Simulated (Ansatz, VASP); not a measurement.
# One calculation of BP, two programs

```xyz
16
Lattice="6.1942 0.0000 0.0000 0.0000 6.3502 0.0000 0.0000 0.0000 5.6123" Properties=species:S:1:pos:R:3 pbc="T T T"
B     5.1894    0.8923    2.3847
B     5.1894    5.4578    5.1909
B     1.0048    5.4578    3.2276
B     1.0048    0.8923    0.4214
B     4.1020    2.2827    5.1909
B     2.0923    4.0674    0.4214
B     4.1020    4.0674    2.3847
B     2.0923    2.2827    3.2276
P     1.0108    5.4423    5.2164
P     5.1834    0.9079    0.3959
P     1.0108    0.9079    2.4103
P     5.1834    5.4423    3.2020
P     2.0863    4.0830    2.4103
P     2.0863    2.2672    5.2164
P     4.1079    2.2672    3.2020
P     4.1079    4.0830    0.3959
```

Alike in both runs: functional PBE; k mesh 4 × 4 × 4; occupations gaussian, width 0.1 eV; no spin polarisation.

Ansatz relaxed the structure, and its values are those at the end. VASP's run is a single point on that final structure, the one shown.

```csv
,VASP,Ansatz
version,VASP 6.6.1,Ansatz 0.2.0
potentials or method,"VASP PAW PBE potentials, release 64 (B, P), cutoff 520 eV","scalar-relativistic, plane waves, PAW"
valence electrons in the cell,64,64
```

Ansatz gave:

* gap on the k mesh at the Fermi level (eV): 1.28
* least direct gap on the mesh (eV): 1.32
* pressure (GPa): 0.0

**Question.** What did VASP give for the same quantities?

**Answer.** gap on the k mesh at the Fermi level (eV): 1.27; least direct gap on the mesh (eV): 1.32; pressure (GPa): -0.2.
